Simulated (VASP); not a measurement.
# Re (P6_3/mmc) in VASP: a series of runs, part 2 of 2

VASP 6.6.1.

## 3. Single point, PBEsol

This run uses another cell than the first one, of 14.42 Å³/atom, 1.021 times its volume.

File INCAR:

```
ALGO = Normal
EDIFF = 1E-6
ENCUT = 520
GGA = PS
ISIF = 2
ISMEAR = -1
LASPH = T
LCHARG = F
LREAL = F
LWAVE = F
NBANDS = 14
NELM = 60
PREC = Accurate
SIGMA = 0.05
```

File KPOINTS:

```
k-points
0
Gamma
  11 11 6
```

File POSCAR:

```
Re
1.0
    2.7422705826      0.0000000000      0.0000000000
   -1.3711352913      2.3748759886      0.0000000000
    0.0000000000      0.0000000000      4.4282782931
Re
2
Direct
    0.6666666667      0.3333333333      0.7500000000
    0.3333333333      0.6666666667      0.2500000000
```

Potentials or basis: VASP PAW PBE potentials, release 64 (Re).

Run with:

```sh
$ cat potpaw_PBE.64/Re/POTCAR > POTCAR
$ mpirun -np 1 vasp_std > vasp.out
```

OUTCAR:

```text
EDIFF = 1E-6
   ENCUT = 520
   GGA = PS
   ISIF = 2
   ISMEAR = -1
   LASPH = T
   LREAL = F
   NELM = 60
   PREC = Accurate

 ion  position               nearest neighbor table
   1  0.667  0.333  0.750-   2 2.72   2 2.72   2 2.72   2 2.72   2 2.72   2 2.72
   2  0.333  0.667  0.250-   1 2.72   1 2.72   1 2.72   1 2.72   1 2.72   1 2.72

  LATTYP: Found a hexagonal cell.
 ALAT       =     2.7422705826
 C/A-ratio  =     1.6148217908

  Lattice vectors:

 A1 = (   2.7422705826,   0.0000000000,   0.0000000000)
 A2 = (  -1.3711352913,   2.3748759886,   0.0000000000)
 A3 = (   0.0000000000,   0.0000000000,   4.4282782931)

Analysis of symmetry for initial positions (statically):
=====================================================================
 Subroutine PRICEL returns:
 Original cell was already a primitive cell.

 Routine SETGRP: Setting up the symmetry group for a
 hexagonal supercell.

 Subroutine GETGRP returns: Found 24 space group operations
 (whereof 12 operations were pure point group operations)
 out of a pool of 24 trial point group operations.

The static configuration has the point symmetry D_3d.
 The point group associated with its full space group is D_6h.

Analysis of symmetry for dynamics (positions and initial velocities):
=====================================================================
 Subroutine PRICEL returns:
 Original cell was already a primitive cell.

 Routine SETGRP: Setting up the symmetry group for a
 hexagonal supercell.

 Subroutine GETGRP returns: Found 24 space group operations
 (whereof 12 operations were pure point group operations)
 out of a pool of 24 trial point group operations.

The dynamic configuration has the point symmetry D_3d.
 The point group associated with its full space group is D_6h.

 Subroutine INISYM returns: Found 24 space group operations
 (whereof 12 operations are pure point group operations),
 and found     1 'primitive' translations

[... 120 lines left out ...]
   LHFCALC =     F    Hartree Fock is set to
   AEXX    =    0.0000 exact exchange contribution
   IVDW    =     0    specifies the selected vdW correction
   LEPSILON=     F    determine dielectric tensor
   LRPA    =     F    only Hartree local field effects (RPA)
 non-spin polarized calculation
  energy-cutoff  :      520.00
  volume of cell :       28.84
 maximum number of plane-waves:       786
   NGX = 11   NGY = 11   NGZ = 17

 number of electron      14.0000001 magnetization

 Free energy of the ion-electron system (eV)
  ---------------------------------------------------
  ext. energy  EPLUGINS =         0.00000000
  ---------------------------------------------------
  free energy    TOTEN  =       -26.73658216 eV

  energy without entropy =      -26.72344928  energy(sigma->0) =      -26.73001572

 E-fermi :   7.9775     XC(G=0): -13.9301

 val. band max:        7.9509125039   @ k =   0.1818   0.0000   0.1667
 cond. band min:       8.0291910925   @ k =   0.3636   0.1818   0.3333
 fundamental gap:      0.0782785886
 Fermi energy:         7.9775248482

 k-point     1 :       0.0000    0.0000    0.0000
  band No.  band energies     occupation
      1      -2.0693      2.00000
      2       1.1768      2.00000
      3       6.3284      2.00000
      4       6.3284      2.00000
      5       6.3333      2.00000
      6       7.1960      2.00000
      7       7.1960      2.00000
      8       8.1556      0.05523
      9       8.1556      0.05523
     10       8.6263      0.00000
     11      11.4335      0.00000
     12      11.4335      0.00000
     13      18.2391      0.00000
     14      22.1669      0.00000
[... 377 lines left out ...]
      1       0.2985      2.00000
      2       2.9251      2.00000
      3       4.3104      2.00000
      4       4.6531      2.00000
      5       5.9552      2.00000
      6       6.6686      2.00000
      7       7.2987      2.00000
      8       8.2681      0.00596
      9       9.0036      0.00000
     10       9.4103      0.00000
     11      11.8563      0.00000
     12      14.9915      0.00000
     13      19.3930      0.00000
     14      24.1931      0.00000

 [... further k-points ...]

------------------------ aborting loop because EDIFF is reached ----------------------------------------

  FORCE on cell =-STRESS in cart. coord.  units (eV):
  Direction    XX          YY          ZZ          XY          YZ          ZX
  --------------------------------------------------------------------------------------
  -------------------------------------------------------------------------------------
  Total        0.6772487      0.6772487      0.6850304      0.0000000      0.0000000      0.0000000
  in kB       37.6246627     37.6246627     38.0569783      0.0000000      0.0000000      0.0000000
  external PRESSURE =      37.7687679 kB  Pullay stress =       0.0000000 kB

 VOLUME and BASIS-vectors are now :
 -----------------------------------------------------------------------------
  energy-cutoff  :      520.00
  volume of cell :       28.84
      direct lattice vectors                 reciprocal lattice vectors
     2.742270583  0.000000000  0.000000000     0.364661316  0.210537309  0.000000000
    -1.371135291  2.374875989  0.000000000     0.000000000  0.421074618  0.000000000
     0.000000000  0.000000000  4.428278293     0.000000000  0.000000000  0.225821399

 POSITION                                       TOTAL-FORCE (eV/Angst)
 -----------------------------------------------------------------------------------
      1.37114      0.79163      3.32121        -0.000000      0.000000      0.000000
     -0.00000      1.58325      1.10707         0.000000     -0.000000      0.000000
 -----------------------------------------------------------------------------------
    total drift:                               -0.000000      0.000000     -0.000000

  FREE ENERGIE OF THE ION-ELECTRON SYSTEM (eV)
  ---------------------------------------------------
  free  energy   TOTEN  =       -26.7365821646 eV

  energy  without entropy=      -26.7234492751  energy(sigma->0) =      -26.73001572
```

OSZICAR:

```text
N       E                     dE             d eps       ncg     rms          rms(c)
DAV:   1     0.194167241364E+02    0.19417E+02   -0.67445E+03  3584   0.124E+03
DAV:   2    -0.270594348629E+02   -0.46476E+02   -0.41021E+02  2862   0.289E+02
DAV:   3    -0.282170230764E+02   -0.11576E+01   -0.11299E+01  2836   0.467E+01
DAV:   4    -0.282290279260E+02   -0.12005E-01   -0.11993E-01  2686   0.322E+00
DAV:   5    -0.282292435599E+02   -0.21563E-03   -0.21561E-03  2824   0.773E-01    0.462E+01
DAV:   6    -0.271246234873E+02    0.11046E+01   -0.83201E-01  3108   0.247E+01    0.194E+01
DAV:   7    -0.267489906858E+02    0.37563E+00   -0.59415E-01  3136   0.203E+01    0.509E-01
DAV:   8    -0.267378067409E+02    0.11184E-01   -0.71192E-03  2674   0.664E-01    0.148E-01
DAV:   9    -0.267365724279E+02    0.12343E-02   -0.59798E-04  3248   0.248E-01    0.440E-02
DAV:  10    -0.267365817255E+02   -0.92977E-05   -0.58627E-05  2916   0.968E-02    0.192E-02
DAV:  11    -0.267365821646E+02   -0.43908E-06   -0.15274E-07  1788   0.126E-02
   1 F= -.26736582E+02 E0= -.26730016E+02  d E =-.131329E-01
```

stdout:

```text
POSCAR found type information on POSCAR Re
 POSCAR found :  1 types and       2 ions
 scaLAPACK will be used
 -----------------------------------------------------------------------------
|                                                                             |
|                                                                             |
|     You enforced a specific xc type in the INCAR file but a different       |
|     I HOPE YOU KNOW WHAT YOU ARE DOING!                                     |
|                                                                             |
 -----------------------------------------------------------------------------

 LDA part: xc-table for (Slater+PW92), standard interpolation
 POSCAR, INCAR and KPOINTS ok, starting setup
 FFT: planning ... GRIDC
 FFT: planning ... GRID_SOFT
 FFT: planning ... GRID
 WAVECAR not read
 entering main loop
```

Wall time 16 s (1 thread of Intel Xeon Platinum 8375C at 2.90GHz (Ice Lake), shared host); peak memory 0.15 GiB.

What came out:

```
Free energy            : -26.7366 eV
Pressure               : 3.8 GPa
Band gap on the k mesh : zero (band 7 reaches 9.37 eV, above the bottom of band 8 at 6.20 eV)
```

Levels at points of the mesh, in eV from the Fermi level:
```csv
k point,band 3,band 4,band 5,band 6,band 7,band 8,band 9,band 10,band 11,band 12
"(0.00, 0.00, 0.00)",-1.65,-1.65,-1.64,-0.78,-0.78,0.18,0.18,0.65,3.46,3.46
"(0.00, 0.00, 0.50)",-2.46,-2.46,-1.78,-1.78,-1.78,-1.78,2.62,2.62,2.62,2.62
```

Caveat: the PAW data sets were made with another functional, which shifts forces and pressure a little; spin-orbit coupling is left out, which moves the levels of the heavy elements.

## 4. Single point, PBEsol

This run uses another cell than the first one, of 15.01 Å³/atom, 1.063 times its volume.

File INCAR:

```
PREC = Accurate
ENCUT = 520
EDIFF = 1E-6
ISMEAR = -1
SIGMA = 0.05
LREAL = F
LASPH = T
NELM = 100
ALGO = Normal
ISIF = 2
LWAVE = F
LCHARG = F
GGA = PS
NBANDS = 14
```

File KPOINTS:

```
Automatic mesh
0
Gamma
  11 11 6
```

File POSCAR:

```
Re
1.0
    2.7790839766      0.0000000000      0.0000000000
   -1.3895419883      2.4067573230      0.0000000000
    0.0000000000      0.0000000000      4.4877253638
Re
2
Direct
    0.6666666667      0.3333333333      0.7500000000
    0.3333333333      0.6666666667      0.2500000000
```

Run with:

```sh
$ cat potpaw_PBE.64/Re/POTCAR > POTCAR
$ mpirun -np 1 vasp_std > vasp.out
```

Wall time 20 s (1 thread of Intel Xeon Platinum 8375C at 2.90GHz (Ice Lake), shared host); peak memory 0.16 GiB.

It converged, with:

- Free energy: -26.7072 eV
- Pressure: -11.5 GPa
- Band gap on the k mesh: zero (band 7 reaches 8.76 eV, above the bottom of band 8 at 5.81 eV)

Levels at points of the mesh, in eV from the Fermi level:
```
           k point  band 3  band 4  band 5  band 6  band 7  band 8  band 9  band 10  band 11  band 12
(0.00, 0.00, 0.00)   -1.54   -1.54   -1.54   -0.72   -0.72    0.18    0.18     0.57     3.27     3.27
(0.00, 0.00, 0.50)   -2.33   -2.33   -1.66   -1.66   -1.66   -1.66    2.47     2.47     2.47     2.47
```

Caveat: the PAW data sets were made with another functional, which shifts forces and pressure a little; spin-orbit coupling is left out, which moves the levels of the heavy elements.

## 5. Overview

```tsv
cell	gap on the mesh (eV)	pressure (GPa)
a = 2.723, b = 2.723, c = 4.398 Å, angles 90.0, 90.0, 120.0°, 2 atoms	none	12.7
a = 2.742, b = 2.742, c = 4.428 Å, angles 90.0, 90.0, 120.0°, 2 atoms	none	3.8
a = 2.779, b = 2.779, c = 4.488 Å, angles 90.0, 90.0, 120.0°, 2 atoms	none	-11.5
```

Alike in all rows: task single point; level PBEsol; potentials or basis VASP PAW PBE potentials, release 64 (Re); no spin polarisation; k mesh 11 × 11 × 6; cutoff (eV) 520; smearing fermi-dirac 0.05 eV.

Caveats: the PAW data sets were made with another functional, which shifts forces and pressure a little; spin-orbit coupling is left out, which moves the levels of the heavy elements.

Total energies depend on the potentials used, so only differences within one code and one set of settings carry meaning.
